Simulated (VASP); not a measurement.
Here is a VASP 6.6.1 calculation.

The input POSCAR:

```
Sb
1.0
    0.0000000000      2.3228362346      2.3228362346
    2.3228362346      0.0000000000      2.3228362346
    2.3228362346      2.3228362346      0.0000000000
Sb
1
Direct
    0.0000000000      0.0000000000      0.0000000000
```

The input INCAR.step1:

```
SYSTEM = Sb
PREC = Accurate
ENCUT = 520
ISMEAR = -1
SIGMA = 0.05
LREAL = .FALSE.
LASPH = .TRUE.
NELM = 80
NBANDS = 8
GGA = PE
ALGO = Normal
EDIFF = 1E-4
LWAVE = .TRUE.
LCHARG = .FALSE.
```

File INCAR.step2:

```
SYSTEM = Sb
PREC = Accurate
ENCUT = 520
EDIFF = 1E-6
ISMEAR = -1
SIGMA = 0.05
LREAL = .FALSE.
LASPH = .TRUE.
NELM = 80
ALGO = Normal
ISIF = 2
LWAVE = .FALSE.
LCHARG = .FALSE.
METAGGA = R2SCAN
LMIXTAU = .TRUE.
NBANDS = 8
ISTART = 1
```

KPOINTS

```
regular mesh
0
G
  10 10 10
  0 0 0
```

Potentials or basis: VASP PAW PBE potentials, release 64 (Sb).

Run with:

```bash
$ cat potpaw_PBE.64/Sb/POTCAR > POTCAR
$ cp INCAR.step1 INCAR
$ mpirun -np 1 vasp_std > vasp.out
$ cp INCAR.step2 INCAR
$ mpirun -np 1 vasp_std > vasp.out
```

Q: Predict the pressure.

A: 5.5 GPa.

Caveat: the PAW data sets were made with another functional, which shifts forces and pressure a little.
